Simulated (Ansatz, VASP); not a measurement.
**One calculation of BN, two programs**

INCAR

```
SYSTEM = BN
  PREC = Accurate
  ENCUT = 520
  EDIFF = 1E-6
  ISMEAR = 0
  SIGMA = 0.05
  LREAL = .False.
  LASPH = .True.
  NELM = 100
  ALGO = Normal
  ISIF = 2
  LWAVE = .False.
  LCHARG = .False.
  GGA = PS
  NBANDS = 16
```

File KPOINTS:

```
Automatic mesh
0
Gamma
  12 12 4
  0 0 0
```

Contents of POSCAR:

```
BN
1.0
    2.5202653539      0.0000000000      0.0000000000
   -1.2601326770      2.1826138207      0.0000000000
    0.0000000000      0.0000000000      6.2762168108
B N
2 2
Direct
    0.3333333333      0.6666666667      0.2500000000
    0.6666666667      0.3333333333      0.7500000000
    0.3333333333      0.6666666667      0.7500000000
    0.6666666667      0.3333333333      0.2500000000
```

Input for Ansatz:

```yaml
crystal:
  lattice:
    - [2.5202653539, 0.0, 0.0]
    - [-1.260132677, 2.1826138207, 0.0]
    - [0.0, 0.0, 6.2762168108]
  atoms:
    - { symbol: B, position: [0.3333333333, 0.6666666667, 0.25] }
    - { symbol: B, position: [0.6666666667, 0.3333333333, 0.75] }
    - { symbol: "N", position: [0.3333333333, 0.6666666667, 0.75] }
    - { symbol: "N", position: [0.6666666667, 0.3333333333, 0.25] }
basis:
  ecutwfc: 520.0
kpoints:
  mp_grid: { grid: [12, 12, 4] }
hamiltonian:
  xc: pbesol
  pseudopotentials: { kind: paw, azcp: { folder: soft_1 } }
scf:
  occupations: { method: gaussian, width: 0.05 }
output:
  forces: true
  stress: true
  eigenvalues: true
```

Alike in both runs: task single point; functional PBEsol; k mesh 12 × 12 × 4; occupations gaussian, width 0.05 eV; no spin polarisation.

|  | VASP | Ansatz |
| --- | --- | --- |
| version | VASP 6.6.1 | Ansatz 0.2.0 |
| potentials or method | VASP PAW PBE potentials, release 64 (B, N), cutoff 520 eV | scalar-relativistic, plane waves, PAW |
| valence electrons in the cell | 16 | 16 |

```tsv
	VASP	Ansatz	Ansatz less VASP
gap on the k mesh at the Fermi level (eV)	4.01	4.01	+0.007
least direct gap on the mesh (eV)	4.34	4.35	+0.007
pressure (GPa)	-3.3	-3.8	-0.47
traceless stress, the component that is largest in VASP (GPa)	5.86	6.48	+0.626
```

VASP's potentials were made for PBE, not for PBEsol, and Ansatz warns of the same on its side.
